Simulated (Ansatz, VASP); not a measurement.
# Two plane-wave programs on Zn6O

```
Zn O
1.0
    -3.45822    3.45822    2.47367
     3.45822   -3.45822    2.47367
     3.45822    3.45822   -2.47367
Zn O
6 1
Direct
  0.75000 0.25000 0.50000
  0.25000 0.75000 0.50000
  0.70503 0.70503 0.41006
  0.29497 0.29497 0.58994
  0.70503 0.29497 0.00000
  0.29497 0.70503 0.00000
  0.50000 0.50000 0.00000
```

Alike in both runs: functional PBE; k mesh 8 × 8 × 8; occupations gaussian, width 0.1 eV; no spin polarisation.

Ansatz relaxed the structure, and its values are those at the end. VASP's run is a single point on that final structure, the one shown.

|  | VASP | Ansatz |
| --- | --- | --- |
| version | VASP 6.6.1 | Ansatz 0.2.0 |
| potentials or method | VASP PAW PBE potentials, release 64 (Zn, O), cutoff 520 eV | scalar-relativistic, plane waves, PAW |
| valence electrons in the cell | 78 | 78 |

```csv
,VASP,Ansatz,Ansatz less VASP
gap on the k mesh at the Fermi level (eV),none,none,-
pressure (GPa),0.4,0.0,-0.39
rms of the force components (eV/Å),0.024,0.000,-0.0238
```

A gap of «none» marks a metal or a gap that the smearing closes. With one functional, cell and mesh, what is left measures potentials, basis and numerics.
